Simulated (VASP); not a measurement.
# ZnO (P6_3mc) in VASP: notebook

ZnO is run at these levels: PBEsol; tasks: single point.

Program: VASP 6.6.1. These are calculated values, not measurements. Logs are shortened: lines on timing, memory, paths and dates and some standing lists are left out, and cuts for length are marked.

**Experimental background.**

From “Electronic structure of alkaline earth and post-transition metal oxides”, 2009, arxiv:0908.1581, for a bulk crystal of ZnO: band gap 3.37 eV.

How close the calculation comes is told below.

## (1) The cell of the first run

Symmetry: P6_3mc, No. 186, hexagonal system. Conventional cell: a = 3.183 Å, b = 3.183 Å, c = 5.139 Å, α = 90.00°, β = 90.00°, γ = 120.00°. Zn (site symmetry 3m) has 4 O at 1.94 to 1.95 Å within 2.6 Å. Within 2.6 Å of O (site symmetry 3m) lie 4 Zn at 1.94 to 1.95 Å.

## (2) Single point, PBEsol

File INCAR:

```
PREC = Accurate ; ENCUT = 520
EDIFF = 1E-7 ; ISMEAR = 0
SIGMA = 0.01 ; LREAL = False
LASPH = True ; NELM = 60
ALGO = Normal ; ISIF = 2
LWAVE = False ; LCHARG = False
GGA = PS ; NBANDS = 26
```

File KPOINTS:

```
Automatic mesh
0
Gamma
  8 8 4
```

File POSCAR:

```
ZnO
1.0
    3.1832216670      0.0000000000      0.0000000000
   -1.5916108335      2.7567508295      0.0000000000
    0.0000000000      0.0000000000      5.1386655048
Zn O
2 2
Direct
    0.3333333333      0.6666666667      0.5000707410
    0.6666666667      0.3333333333      0.0000707410
    0.6666666667      0.3333333333      0.3789392590
    0.3333333333      0.6666666667      0.8789392590
```

Potentials or basis: VASP PAW PBE potentials, release 64 (Zn, O).

Started as:

```
$ cat potpaw_PBE.64/Zn/POTCAR potpaw_PBE.64/O/POTCAR > POTCAR
$ mpirun -np 1 vasp_std > vasp.out
```

OUTCAR:

```text
PREC = Accurate
   ENCUT = 520
   EDIFF = 1E-7
   ISMEAR = 0
   LREAL = False
   LASPH = True
   NELM = 60
   ISIF = 2
   GGA = PS

 ion  position               nearest neighbor table
   1  0.333  0.667  0.500-   3 1.94   3 1.94   3 1.94   4 1.95
   2  0.667  0.333  0.000-   4 1.94   4 1.94   4 1.94   3 1.95
   3  0.667  0.333  0.379-   1 1.94   1 1.94   1 1.94   2 1.95
   4  0.333  0.667  0.879-   2 1.94   2 1.94   2 1.94   1 1.95

  LATTYP: Found a hexagonal cell.
 ALAT       =     3.1832216670
 C/A-ratio  =     1.6142970997

  Lattice vectors:

 A1 = (   3.1832216670,   0.0000000000,   0.0000000000)
 A2 = (  -1.5916108335,   2.7567508295,   0.0000000000)
 A3 = (   0.0000000000,   0.0000000000,   5.1386655048)

Analysis of symmetry for initial positions (statically):
=====================================================================
 Subroutine PRICEL returns:
 Original cell was already a primitive cell.

 Routine SETGRP: Setting up the symmetry group for a
 hexagonal supercell.

 Subroutine GETGRP returns: Found 12 space group operations
 (whereof  6 operations were pure point group operations)
 out of a pool of 24 trial point group operations.

The static configuration has the point symmetry C_3v.
 The point group associated with its full space group is C_6v.

Analysis of symmetry for dynamics (positions and initial velocities):
=====================================================================
 Subroutine PRICEL returns:
 Original cell was already a primitive cell.

 Routine SETGRP: Setting up the symmetry group for a
 hexagonal supercell.

 Subroutine GETGRP returns: Found 12 space group operations
 (whereof  6 operations were pure point group operations)
 out of a pool of 24 trial point group operations.

The dynamic configuration has the point symmetry C_3v.
 The point group associated with its full space group is C_6v.

 Subroutine INISYM returns: Found 12 space group operations
 (whereof  6 operations are pure point group operations),
 and found     1 'primitive' translations

----------------------------------------------------------------------------------------

                                     Primitive cell

  volume of cell :      45.0936

  direct lattice vectors                    reciprocal lattice vectors
     3.183221667  0.000000000  0.000000000     0.314147145  0.181372939  0.000000000
    -1.591610834  2.756750830  0.000000000     0.000000000  0.362745878  0.000000000
     0.000000000  0.000000000  5.138665505     0.000000000  0.000000000  0.194603054

  length of vectors
     3.183221667  3.183221667  5.138665505     0.362745878  0.362745878  0.194603054

  position of ions in fractional coordinates (direct lattice)
     0.333333333  0.666666667  0.500070741
     0.666666667  0.333333333  0.000070741
     0.666666667  0.333333333  0.378939259
     0.333333333  0.666666667  0.878939259

  ion indices of the primitive-cell ions
   primitive index   ion index
                 1           1
                 2           2
                 3           3
                 4           4

----------------------------------------------------------------------------------------

 KPOINTS: Automatic mesh

Automatic generation of k-mesh.
 Grid dimensions read from file:
 generate k-points for:    8    8    4

 Generating k-lattice:

  Cartesian coordinates                     Fractional coordinates (reciprocal lattice)
     0.039268393  0.022671617  0.000000000     0.125000000  0.000000000  0.000000000
     0.000000000  0.045343235  0.000000000     0.000000000  0.125000000  0.000000000
     0.000000000  0.000000000  0.048650763     0.000000000  0.000000000  0.250000000

  Length of vectors
     0.045343235  0.045343235  0.048650763

  Shift w.r.t. Gamma in fractional coordinates (k-lattice)
     0.000000000  0.000000000  0.000000000

 Subroutine IBZKPT returns following result:
 ===========================================

 Found     30 irreducible k-points:

 Following reciprocal coordinates:
            Coordinates               Weight
  0.000000  0.000000  0.000000      1.000000
  0.125000  0.000000  0.000000      6.000000
  0.250000  0.000000  0.000000      6.000000
  0.375000 -0.000000  0.000000      6.000000
  0.500000  0.000000  0.000000      3.000000
  0.125000  0.125000  0.000000      6.000000
[... 16 lines left out ...]
  0.250000  0.000000  0.500000      6.000000
  0.375000 -0.000000  0.500000      6.000000
 [... further k-points ...]
   k-points           NKPTS =     30   k-points in BZ     NKDIM =     30   number of bands    NBANDS=     26
   number of dos      NEDOS =    301   number of ions     NIONS =      4
   total plane-waves  NPLWV =  23040
   dimension x,y,z NGX =    24 NGY =   24 NGZ =   40
   dimension x,y,z NGXF=    48 NGYF=   48 NGZF=   80
   ions per type =               2   2
   NGX,Y,Z   is equivalent  to a cutoff of  12.53, 12.53, 12.94 a.u.
   NGXF,Y,Z  is equivalent  to a cutoff of  25.07, 25.07, 25.88 a.u.
 SYSTEM =  unknown system
   PREC   = accura    normal or accurate (medium, high low for compatibility)
   ISTART =      0    job   : 0-new  1-cont  2-samecut
   ICHARG =      2    charge: 1-file 2-atom 10-const
   ISPIN  =      1    spin polarized calculation?
   LNONCOLLINEAR =      F non collinear calculations
   LSORBIT =      F    spin-orbit coupling
   LASPH  =      T    aspherical Exc in radial PAW
   ENCUT  =  520.0 eV  38.22 Ry    6.18 a.u.   5.92  5.92  9.55*2*pi/ulx,y,z
   NELM   =     60;   NELMIN=  2; NELMDL= -5     # of ELM steps
   EDIFF  = 0.1E-06   stopping-criterion for ELM
   LREAL  =      F    real-space projection
   EDIFFG = 0.1E-05   stopping-criterion for IOM
   NSW    =      0    number of steps for IOM
   IBRION =     -1    ionic relax: 0-MD 1-quasi-New 2-CG
   NFREE  =      0    steps in history (QN), initial steepest desc. (CG)
   ISIF   =      2    stress and relaxation
   ISYM   =      2    0-nonsym 1-usesym 2-fastsym
   POTIM  = 0.5000    time-step for ionic-motion
   TEBEG  =    0.0;   TEEND  =   0.0 temperature during run
   PSTRESS=    0.0 pullay stress
   NELECT =      36.0000    total number of electrons
   NUPDOWN=      -1.0000    fix difference up-down
   EMIN   =  10.00;   EMAX   =-10.00  energy-range for DOS
   EFERMI =   0.00;   METHOD = LEGACY
   ISMEAR =     0;   SIGMA  =   0.01  broadening in eV -4-tet -1-fermi 0-gaus
   EFERMI_NEDOS =   21; number of points for ismear=-14 and -15
   IALGO  =     38    algorithm
   IMIX   =      4    mixing-type and parameters
     AMIX     =   0.40;   BMIX     =  1.00
     AMIX_MAG =   1.60;   BMIX_MAG =  1.00
  volume/ion in A,a.u.               =      11.27        76.08
  Fermi-wavevector in a.u.,A,eV,Ry     =   1.518696  2.869919 31.380973  2.306436
  Thomas-Fermi vector in A             =   2.627782
   LORBIT       =      0    0 simple, 1 ext, 2 COOP (PROOUT), +10 PAW based schemes
   GGA     = PS    functional components
   LHFCALC =     F    Hartree Fock is set to
   AEXX    =    0.0000 exact exchange contribution
   IVDW    =     0    specifies the selected vdW correction
   LEPSILON=     F    determine dielectric tensor
   LRPA    =     F    only Hartree local field effects (RPA)
 non-spin polarized calculation
 Gauss-broadening in eV      SIGMA  =   0.01
  energy-cutoff  :      520.00
  volume of cell :       45.09
 maximum number of plane-waves:      1228
 NGX is ok and might be reduce to    24
   NGX = 11   NGY = 11   NGZ = 19

 number of electron      35.9999981 magnetization

 Free energy of the ion-electron system (eV)
  ---------------------------------------------------
  ext. energy  EPLUGINS =         0.00000000
  ---------------------------------------------------
  free energy    TOTEN  =       -19.35140980 eV

  energy without entropy =      -19.35140980  energy(sigma->0) =      -19.35140980

 E-fermi :   1.6197     XC(G=0): -11.4794

 val. band max:        1.5642138717   @ k =   0.0000   0.0000   0.0000
 cond. band min:       2.3162046758   @ k =   0.0000   0.0000   0.0000
 fundamental gap:      0.7519908041
 Fermi energy:         1.6197117413

 k-point     1 :       0.0000    0.0000    0.0000
  band No.  band energies     occupation
      1     -16.9428      2.00000
      2     -16.1152      2.00000
      3      -4.6094      2.00000
      4      -4.4423      2.00000
      5      -4.4423      2.00000
      6      -4.3946      2.00000
[... 18 lines left out ...]
     25      15.9772      0.00000
     26      15.9773      0.00000

 k-point     2 :       0.1250    0.0000    0.0000
  band No.  band energies     occupation
      1     -16.8456      2.00000
      2     -16.0722      2.00000
      3      -4.5789      2.00000
      4      -4.4490      2.00000
      5      -4.3894      2.00000
      6      -4.3436      2.00000
[... 18 lines left out ...]
     25      15.9490      0.00000
     26      16.1643      0.00000

 k-point     3 :       0.2500    0.0000    0.0000
  band No.  band energies     occupation
      1     -16.5949      2.00000
      2     -15.9756      2.00000
      3      -4.7826      2.00000
      4      -4.3884      2.00000
      5      -4.2743      2.00000
      6      -4.1831      2.00000
[... 18 lines left out ...]
     25      15.1356      0.00000
     26      16.0132      0.00000

 k-point     4 :       0.3750   -0.0000    0.0000
  band No.  band energies     occupation
      1     -16.3040      2.00000
      2     -15.9047      2.00000
      3      -4.8580      2.00000
      4      -4.4997      2.00000
      5      -4.1882      2.00000
      6      -3.9614      2.00000
[... 18 lines left out ...]
     25      15.0586      0.00000
     26      15.9933      0.00000
[... 496 lines left out ...]
      1     -16.4689      2.00000
      2     -16.4689      2.00000
      3      -4.7984      2.00000
      4      -4.7984      2.00000
      5      -4.3203      2.00000
      6      -4.3203      2.00000
[... 18 lines left out ...]
     25      15.0592      0.00000
     26      15.0592      0.00000

 k-point    23 :       0.2500    0.0000    0.5000
  band No.  band energies     occupation
      1     -16.2867      2.00000
      2     -16.2867      2.00000
      3      -4.9147      2.00000
      4      -4.9147      2.00000
      5      -4.1769      2.00000
      6      -4.1769      2.00000
[... 18 lines left out ...]
     25      15.3223      0.00000
     26      15.3223      0.00000

 k-point    24 :       0.3750   -0.0000    0.5000
  band No.  band energies     occupation
      1     -16.0969      2.00000
      2     -16.0969      2.00000
      3      -4.9932      2.00000
      4      -4.9932      2.00000
      5      -3.9847      2.00000
      6      -3.9847      2.00000
[... 18 lines left out ...]
     25      15.4586      0.00000
     26      15.4586      0.00000

 [... further k-points ...]
[... 5 lines left out ...]
  --------------------------------------------------------------------------------------
  -------------------------------------------------------------------------------------
  Total        2.3177286      2.3177286      2.3155371      0.0000000      0.0000000     -0.0000000
  in kB       82.3490166     82.3490166     82.2711514      0.0000000      0.0000000     -0.0000000
  external PRESSURE =      82.3230615 kB  Pullay stress =       0.0000000 kB

 VOLUME and BASIS-vectors are now :
 -----------------------------------------------------------------------------
  energy-cutoff  :      520.00
  volume of cell :       45.09
      direct lattice vectors                 reciprocal lattice vectors
     3.183221667  0.000000000  0.000000000     0.314147145  0.181372939  0.000000000
    -1.591610834  2.756750830  0.000000000     0.000000000  0.362745878  0.000000000
     0.000000000  0.000000000  5.138665505     0.000000000  0.000000000  0.194603054

 POSITION                                       TOTAL-FORCE (eV/Angst)
 -----------------------------------------------------------------------------------
     -0.00000      1.83783      2.56970        -0.000000      0.000000      0.000978
      1.59161      0.91892      0.00036         0.000000      0.000000      0.000978
      1.59161      0.91892      1.94724        -0.000000      0.000000     -0.000978
     -0.00000      1.83783      4.51657        -0.000000     -0.000000     -0.000978
 -----------------------------------------------------------------------------------
    total drift:                                0.000001      0.000001      0.000044

  FREE ENERGIE OF THE ION-ELECTRON SYSTEM (eV)
  ---------------------------------------------------
  free  energy   TOTEN  =       -19.3514098034 eV

  energy  without entropy=      -19.3514098034  energy(sigma->0) =      -19.35140980
```

It took 72 s on 1 thread of Intel Xeon 8259CL, shared host; peak memory 0.17 GiB.

What came out:

- Free energy: -19.3514 eV
- Pressure: 8.2 GPa
- Band gap on the k mesh: 0.75 eV

Caveat: the cell stands under pressure; the PAW data sets were made with another functional, which shifts forces and pressure a little.

(Part 1 of 2 ends here.)
